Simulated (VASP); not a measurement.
Wanted: the native input for a VASP 6.6.1 run.

```yaml
Task: electric field gradients
Functional: PBE
Potentials_or_basis: VASP PAW PBE potentials, release 64 (Se)
Cutoff: 520 eV
k_mesh: 6 × 6 × 6
Occupations: fermi-dirac, width 0.01 eV
Spin: no spin polarisation
Dipole_correction: no
Further_INCAR_settings: ALGO = Normal; EDIFF = 1e-08; NBANDS = 27
```

The structure of Se lies in POSCAR:

```
Se
1.0
    5.6241898633      3.2471275315      1.4763300000
   -5.6241898633      3.2471275315      1.4763300000
    0.0000000000     -6.4942550631      1.4763300000
Se
6
Direct
    0.2806600000      0.1625100000      0.9181800000
    0.9181800000      0.2806600000      0.1625100000
    0.1625100000      0.9181800000      0.2806600000
    0.7193400000      0.8374900000      0.0818200000
    0.0818200000      0.7193400000      0.8374900000
    0.8374900000      0.0818200000      0.7193400000
```

This cell differs from its parent crystal: equal xx and yy strain of -1 %.

One way to write it, as run:

INCAR

```
SYSTEM = Se
ALGO = Normal ; EDIFF = 1E-8
ENCUT = 520 ; GGA = PE
ISIF = 2 ; ISMEAR = -1
LASPH = .TRUE. ; LCHARG = .FALSE.
LEFG = .TRUE. ; LREAL = .FALSE.
LWAVE = .FALSE. ; NBANDS = 27
NELM = 80 ; PREC = Accurate
SIGMA = 0.01
```

KPOINTS

```
k-points
0
G
  6 6 6
  0 0 0
```

Potentials or basis: VASP PAW PBE potentials, release 64 (Se).

Launch:

```bash
$ cat potpaw_PBE.64/Se/POTCAR > POTCAR
$ mpirun -np 1 vasp_std > vasp.out
```

Results of the run:

```yaml
Pressure: 4.3 GPa
Largest_force: 0.796 eV/Å
Band_gap_on_the_k_mesh: 1.30 eV, indirect (least direct gap 1.52 eV)
```

Caveat: the cell differs from its parent crystal (equal xx and yy strain of -1 %); without QUAD_EFG the Cq values of the log hold for a quadrupole moment of 1 mb, not for the nuclei.

It took 8.6 min on 1 thread of Oxide Virtual Turin-like Processor, with other jobs on the host, peak memory 0.36 GiB.
